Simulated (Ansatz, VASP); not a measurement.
## Two plane-wave programs on PbO

```
CELL_PARAMETERS angstrom
3.17937 -0.09109 0.00000
-0.09109 3.17937 0.00000
0.00000 0.00000 3.17937
ATOMIC_POSITIONS crystal
Pb 0.00000 0.00000 0.00000
O 0.50000 0.50000 0.50000
```

Change from the starting cell: shear_xy strain -5.7%.

Alike in both runs: task single point; functional PBE; k mesh 8 × 8 × 8; occupations fermi-dirac, width 0.02 eV; no spin polarisation.

```csv
,VASP,Ansatz
version,VASP 6.6.1,Ansatz 0.2.0
potentials or method,"VASP PAW PBE potentials, release 64 (Pb_d, O)","plane waves, PAW"
plane-wave cutoff (eV),520,420
valence electrons in the cell,20,20
```

Ansatz gave:

```
pressure (GPa)                                                : 3.7
traceless stress, the component that is largest in VASP (GPa) : 0.15
```

**Question.** Estimate VASP's values.

**Answer.** Pressure (GPa): 3.6; traceless stress, the component that is largest in VASP (GPa): 0.17.

Spin-orbit coupling is off throughout.
